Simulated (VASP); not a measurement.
Wanted: the native input for a VASP 6.6.1 run.

| Item | Value |
| --- | --- |
| Task | relaxation of the atoms |
| Functional | LDA |
| Potentials or basis | VASP PAW LDA potentials, release 64 (Cl) |
| Cutoff | 520 eV |
| k mesh | 1 × 1 × 1 |
| Occupations | fermi-dirac, width 0.05 eV |
| Spin | no spin polarisation |
| Dipole correction | no |
| Further INCAR settings | LREAL = Auto; ALGO = Normal; EDIFF = 1e-06; IBRION = 2; EDIFFG = -0.3; NSW = 35 |

The structure of Cl lies in POSCAR:

```
Cl
1.0
    9.3788870000      0.0000000000      0.0000000000
    0.0000000000      9.3788870000      0.0000000000
    0.0000000000      0.0000000000      9.3788870000
Cl
20
Direct
    0.7815043000      0.3693298000      0.1446870000
    0.6743167000      0.5013220000      0.0133452000
    0.5369329000      0.8508281000      0.4611381000
    0.3870043000      0.7189588000      0.5404712000
    0.6730347000      0.8710276000      1.0179733000
    0.6796571000      0.9063214000      0.8061424000
    0.1503466000      0.9739659000      0.1750341000
    0.0363417000      0.7924003000      0.1891280000
    0.1234277000      0.4547539000      0.5233433000
   -0.0229004000      0.3051810000      0.4745801000
    0.2819415000      0.2959289000     -0.0140650000
    0.1420185000      0.3141097000      0.1479622000
    0.1447353000      0.9631582000      0.5609541000
    0.0020795000      0.8359609000      0.6590968000
    0.6084312000      0.2891914000      0.4724717000
    0.5454815000      0.1967247000      0.6559084000
    0.9753064000      0.3017525000      0.8574534000
    0.9350428000      0.0992877000      0.9170243000
    0.4505149000      0.6333191000      0.2344112000
    0.3099256000      0.6187499000      0.0725959000
```

One way to write it, as run:

INCAR

```
SYSTEM = Cl
  PREC = Accurate
  ENCUT = 520
  EDIFF = 1E-6
  ISMEAR = -1
  SIGMA = 0.05
  LREAL = Auto
  LASPH = .TRUE.
  NELM = 60
  ALGO = Normal
  ISIF = 2
  LWAVE = .FALSE.
  LCHARG = .FALSE.
  IBRION = 2
  NSW = 35
  EDIFFG = -0.3
```

KPOINTS

```
regular mesh
0
G
  1 1 1
  0 0 0
```

Potentials or basis: VASP PAW LDA potentials, release 64 (Cl).

Command:

```sh
$ cat potpaw_LDA.64/Cl/POTCAR > POTCAR
$ mpirun -np 1 vasp_gam > vasp.out
```

Results of the run:

| Quantity | Value |
| --- | --- |
| Energy gained by relaxing | 26.2 meV/atom |
| Ionic steps | 8 |
| Pressure after relaxing | -0.5 GPa |
| Largest force after relaxing | 0.259 eV/Å |
| Band gap on the k mesh | 1.96 eV |

Caveat: the k points lie up to 0.67 Å⁻¹ apart; the relaxation stopped at a loose force limit of 0.3 eV/Å, so its end isn't a converged minimum.

Wall time 7.3 min on 1 thread of Intel(R) Xeon(R) Platinum 8175M CPU @ 2.50GHz (Skylake/Cascade Lake), with other jobs on the host, peak memory 0.49 GiB.
